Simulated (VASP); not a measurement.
A run of VASP 6.6.1 is set up as follows.

Contents of POSCAR:

```
SnTe
1.0
    0.0000000000      3.5623407469      3.5623407469
    3.5623407469      0.0000000000      3.5623407469
    3.5623407469      3.5623407469      0.0000000000
Te Sn
1 1
Direct
    0.2500000000      0.2500000000      0.2500000000
    0.0000000000      0.0000000000      0.0000000000
```

Contents of INCAR.step1:

```
ALGO = Normal ; EDIFF = 1E-4
ENCUT = 520 ; GGA = PE
ISMEAR = -1 ; LASPH = True
LCHARG = False ; LREAL = False
LWAVE = True ; NBANDS = 17
NELM = 60 ; PREC = Accurate
SIGMA = 0.05
```

INCAR.step2

```
ALGO = Normal ; EDIFF = 1E-6
ENCUT = 520 ; ISIF = 2
ISMEAR = -1 ; ISTART = 1
LASPH = True ; LCHARG = False
LMIXTAU = True ; LREAL = False
LWAVE = False ; METAGGA = R2SCAN
NBANDS = 17 ; NELM = 60
PREC = Accurate ; SIGMA = 0.05
```

KPOINTS

```
k-points
0
Gamma
  7 7 7
```

Potentials or basis: VASP PAW PBE potentials, release 64 (Te, Sn_d).

Launch:

```console
$ cat potpaw_PBE.64/Te/POTCAR potpaw_PBE.64/Sn_d/POTCAR > POTCAR
$ cp INCAR.step1 INCAR
$ mpirun -np 1 vasp_std > vasp.out
$ cp INCAR.step2 INCAR
$ mpirun -np 1 vasp_std > vasp.out
```

Question: Estimate the pressure.

Answer: 0.5 GPa.

Question: Estimate the band gap on the k mesh.

Answer: 0.30 eV (least direct gap 0.88 eV).

Caveat: the PAW data sets were made with another functional, which shifts forces and pressure a little; spin-orbit coupling is left out, which moves the levels of the heavy elements; an odd mesh through Γ misses points on the zone boundary, where band edges can lie.
